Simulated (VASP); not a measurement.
Crystal: Sr4Ta2O.

```
Sr Ta O
1.0
     3.40000    0.00000    0.00000
     0.00000    3.40000    0.00000
     0.00000    0.00000   13.60000
Sr Ta O
4 2 1
Direct
  0.50000 0.50000 0.00000
  0.00000 0.00000 0.18000
  0.00000 0.00000 0.58500
  0.50000 0.50000 0.38500
  0.00000 0.00000 0.85500
  0.50000 0.50000 0.75000
  0.00000 0.00000 0.00000
```

- Program: VASP 6.6.1
- Task: relaxation of cell and atoms
- Functional: PBE
- Potentials or basis: VASP PAW PBE potentials, release 64 (Sr_sv, Ta_pv, O)
- Cutoff: 600 eV
- k mesh: 5 × 5 × 2
- Occupations: gaussian, width 0.2 eV
- Spin: no spin polarisation

At the start: pressure 17.2 GPa; volume 22.46 Å³/atom.

Task: Where does the relaxation end?

Result: Over 15 steps the energy falls by 420.1 meV/atom and the volume is 30.08 Å³/atom (+33.9 %); space group P4mm (No. 99, to 0.1 Å) before and after.

The path:
```
step  energy change (eV)  largest force (eV/Å)  pressure (GPa)  volume (Å³)
   1              0.0000                4.7098           17.19       157.22
   2             -1.9563                1.7140           -4.71       218.66
   3             -2.2336                1.8107           -0.85       198.14
   4             -2.5019                0.9405            0.04       197.17
   5             -2.5481                1.5208            1.33       195.69
   6             -2.5873                0.8403            0.70       196.34
   7             -2.6927                0.6597            0.04       199.87
   8             -2.7659                0.5717           -0.81       206.37
   9             -2.8411                0.3832            0.20       204.59
  10             -2.8483                0.6615            0.65       203.90
  11             -2.9180                0.2822            0.16       206.75
  12             -2.9291                0.2947           -0.04       208.38
  13             -2.9363                0.1412            0.13       208.55
  14             -2.9374                0.1788            0.22       208.64
  15             -2.9409                0.0676           -0.06       210.57
```

Final structure:
```cif
data_structure
_symmetry_space_group_name_H-M 'P 1'
_symmetry_Int_Tables_number 1
_cell_length_a 3.7466
_cell_length_b 3.7466
_cell_length_c 15.0006
_cell_angle_alpha 90.000
_cell_angle_beta 90.000
_cell_angle_gamma 90.000
_cell_volume 210.57
loop_
_atom_site_label
_atom_site_type_symbol
_atom_site_fract_x
_atom_site_fract_y
_atom_site_fract_z
_atom_site_occupancy
Sr1 Sr 0.50000 0.50000 0.98486 1
Sr2 Sr 0.00000 0.00000 0.16823 1
Sr3 Sr 0.00000 0.00000 0.61651 1
Sr4 Sr 0.50000 0.50000 0.38631 1
Ta1 Ta 0.00000 0.00000 0.84250 1
Ta2 Ta 0.50000 0.50000 0.77359 1
O1 O 0.00000 0.00000 0.98299 1
```

Caveat: the k points lie up to 0.34 Å⁻¹ apart in the final cell, too coarse for converged energies and pressures of a metal; the volume moved by over 15 % at a fixed basis, so the end points are rough; the relaxation stopped at a loose force limit of 0.08 eV/Å, so its end isn't a converged minimum.
